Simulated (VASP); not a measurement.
Here is a VASP 6.6.1 calculation.

The input INCAR:

```
ALGO = Normal
EDIFF = 1E-6
ENCUT = 520
GGA = RE
ISIF = 2
ISMEAR = -1
ISPIN = 2
LASPH = True
LCHARG = False
LMAXMIX = 4
LORBIT = 11
LREAL = False
LWAVE = False
MAGMOM = 4 0
NBANDS = 20
NELM = 150
PREC = Accurate
SIGMA = 0.05
```

File KPOINTS:

```
k-points
0
Gamma
  10 10 10
```

File POSCAR:

```
MnO
1.0
    0.0000000000      2.1785090927      2.1785090927
    2.1785090927      0.0000000000      2.1785090927
    2.1785090927      2.1785090927      0.0000000000
Mn O
1 1
Direct
    0.0000000000      0.0000000000      0.0000000000
    0.5000000000      0.5000000000      0.5000000000
```

Potentials or basis: VASP PAW PBE potentials, release 64 (Mn_pv, O).

The run is started by

```console
$ cat potpaw_PBE.64/Mn_pv/POTCAR potpaw_PBE.64/O/POTCAR > POTCAR
$ mpirun -np 1 vasp_std > vasp.out
```

(1) Predict the pressure.

(2) Predict the net moment.

(3) What does it give for the site moments?

Results:

(1) 12.3 GPa.

(2) 4.64 μB per cell.

(3) Mn +4.24; O +0.19 μB.

Caveat: the cell stands under pressure; the PAW data sets were made with another functional, which shifts forces and pressure a little; a cell with one magnetic atom can't hold antiferromagnetic order, which such compounds often take.
